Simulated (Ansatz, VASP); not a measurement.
**One calculation of Cd2S, two programs**

```xyz
3
Lattice="3.9361 0.0000 0.0000 -1.9680 3.4087 0.0000 0.0000 0.0000 5.7702" Properties=species:S:1:pos:R:3 pbc="T T T"
Cd    0.0000    2.2725    5.3820
Cd    1.9680    1.1362    3.3394
S     0.0000    2.2725    2.1102
```

Alike in both runs: task single point; functional LDA; k mesh 7 × 7 × 4; occupations fermi-dirac, width 0.05 eV; no spin polarisation.

|  | VASP | Ansatz |
| --- | --- | --- |
| version | VASP 6.6.1 | Ansatz 0.2.0 |
| potentials or method | VASP PAW LDA potentials, release 64 (Cd, S) | Ansatz PAW |
| plane-wave cutoff (eV) | 520 | 420 |
| valence electrons in the cell | 30 | 46 |

```csv
,VASP,Ansatz,Ansatz less VASP
gap on the k mesh at the Fermi level (eV),0.47,0.46,-0.008
least direct gap on the mesh (eV),0.85,0.84,-0.008
pressure (GPa),-4.0,-4.3,-0.34
"traceless stress, the component that is largest in VASP (GPa)",-0.70,-0.83,-0.129
rms of the force components (eV/Å),0.042,0.044,+0.0024
```

LDA's correlation is that of Perdew and Zunger in VASP and of Perdew and Wang (1992) in Ansatz. Atom by atom the forces differ by 0.011 eV/Å (rms over components). VASP's potentials hold 30 valence electrons a cell and Ansatz's 46, so a difference there can come from the potentials and not from the codes.

Noted on Ansatz's run: odd divisions of the mesh miss points on the zone boundary, where band edges often lie, so the gap on the mesh can be too wide.
